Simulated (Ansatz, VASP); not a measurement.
Au in VASP and in Ansatz

File INCAR:

```
SYSTEM = Au
PREC = Accurate
ENCUT = 520
EDIFF = 1E-7
ISMEAR = 0
SIGMA = 0.15
LREAL = .False.
LASPH = .True.
NELM = 100
ALGO = Fast
ISIF = 2
LWAVE = .False.
LCHARG = .False.
GGA = PS
NBANDS = 30
```

File KPOINTS:

```
Automatic mesh
0
Gamma
  24 24 6
  0 0 0
```

File POSCAR:

```
Au
1.0
   -1.4325950641     -2.4813274377      0.0000000000
    1.4325950641     -2.4813274377      0.0000000000
    0.0000000000     -1.6540528700      9.5811559621
Au
4
Direct
    0.6250041667      0.6250041667      0.1250000000
    0.4583541667      0.4583541667      0.6250000000
    0.0416958333      0.0416958333      0.8750000000
    0.2083458333      0.2083458333      0.3750000000
```

Input for Ansatz:

```yaml
crystal:
  lattice:
    - [-1.4325950641, -2.4813274377, 0.0]
    - [1.4325950641, -2.4813274377, 0.0]
    - [0.0, -1.65405287, 9.5811559621]
  atoms:
    - { symbol: Au, position: [0.6250041667, 0.6250041667, 0.125] }
    - { symbol: Au, position: [0.4583541667, 0.4583541667, 0.625] }
    - { symbol: Au, position: [0.0416958333, 0.0416958333, 0.875] }
    - { symbol: Au, position: [0.2083458333, 0.2083458333, 0.375] }
basis:
  ecutwfc: 420
kpoints:
  mp_grid: { grid: [24, 24, 6] }
hamiltonian:
  xc: pbesol
scf:
  occupations: { method: gaussian, width: 0.15 }
output:
  forces: true
  stress: true
  eigenvalues: true
```

Alike in both runs: task single point; functional PBEsol; k mesh 24 × 24 × 6; occupations gaussian, width 0.15 eV; no spin polarisation.

|  | VASP | Ansatz |
| --- | --- | --- |
| version | VASP 6.6.1 | Ansatz 0.2.0 |
| potentials or method | VASP PAW PBE potentials, release 64 (Au), cutoff 520 eV | scalar-relativistic, plane waves, PAW |
| valence electrons in the cell | 44 | 76 |

```csv
,VASP,Ansatz,Ansatz less VASP
gap on the k mesh at the Fermi level (eV),none,none,-
pressure (GPa),-0.3,-0.1,+0.27
"traceless stress, the component that is largest in VASP (GPa)",-0.74,-0.73,+0.014
rms of the force components (eV/Å),0.023,0.024,+0.0002
```

VASP's potentials were made for PBE, not for PBEsol. Atom by atom the forces differ by 0.000 eV/Å (rms over components). A gap of «none» marks a metal or a gap that the smearing closes. The functional is the same, so the differences come from potentials, cutoffs and numerics. VASP's potentials hold 44 valence electrons a cell and Ansatz's 76, so a difference there can come from the potentials and not from the codes.

Spin-orbit coupling is off throughout.
